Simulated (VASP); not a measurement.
Here is a VASP 6.6.1 calculation.

Contents of INCAR:

```
PREC = Accurate
ENCUT = 520
EDIFF = 1E-6
ISMEAR = 0
SIGMA = 0.05
LREAL = False
LASPH = True
NELM = 100
ALGO = Normal
ISIF = 2
LWAVE = False
LCHARG = False
GGA = PE
NBANDS = 18
```

KPOINTS

```
Automatic mesh
0
Gamma
  9 9 6
```

The input POSCAR:

```
LiF
1.0
    3.3387010011      0.0000000000      0.0000000000
   -1.6693505005      2.8913998826      0.0000000000
    0.0000000000      0.0000000000      4.6407943915
Li F
2 2
Direct
    0.3333333333      0.6666666667      0.3810713234
    0.6666666667      0.3333333333      0.8810713234
    0.3333333333      0.6666666667      0.9939266766
    0.6666666667      0.3333333333      0.4939266766
```

Potentials or basis: VASP PAW PBE potentials, release 64 (Li_sv, F).

Command:

```console
$ cat potpaw_PBE.64/Li_sv/POTCAR potpaw_PBE.64/F/POTCAR > POTCAR
$ mpirun -np 1 vasp_std > vasp.out
```

Q: Predict the largest force.

A: 0.415 eV/Å.

Q: Estimate the band gap on the k mesh.

A: 7.12 eV, direct.

Forces on the atoms (eV/Å):
```
Li   0.000  0.000  0.415
Li   0.000  0.000  0.415
F    0.000  0.000 -0.415
F    0.000  0.000 -0.415
```

 A k mesh can miss the band edges.
